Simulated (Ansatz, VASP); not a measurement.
**Ni: VASP beside Ansatz**

```
CELL_PARAMETERS angstrom
-1.46095 1.46095 1.46095
1.46095 -1.46095 1.46095
1.46095 1.46095 -1.46095
ATOMIC_POSITIONS crystal
Ni 0.00000 0.00000 0.00000
```

Alike in both runs: task single point; functional BLYP; k mesh 17 × 17 × 17; occupations fermi-dirac, width 0.05 eV; collinear spin.

```csv
,VASP,Ansatz
version,VASP 6.6.1,Ansatz 0.2.0
potentials or method,"VASP PAW PBE potentials, release 64 (Ni), cutoff 520 eV","plane waves (420 eV) with PAW, scalar-relativistic"
valence electrons in the cell,10,18
```

```tsv
	VASP	Ansatz	Ansatz less VASP
pressure (GPa)	-10.2	-10.3	-0.14
net moment per atom (μB)	0.58	0.60	+0.018
size of the moment on the site where the two differ most (μB)	0.59	0.63	+0.034
```

VASP's potentials were made for PBE, not for BLYP. Site moments also hang on the region over which each program counts them. With one functional, cell and mesh, what is left measures potentials, basis and numerics. VASP's potentials hold 10 valence electrons a cell and Ansatz's 18, so a difference there can come from the potentials and not from the codes.
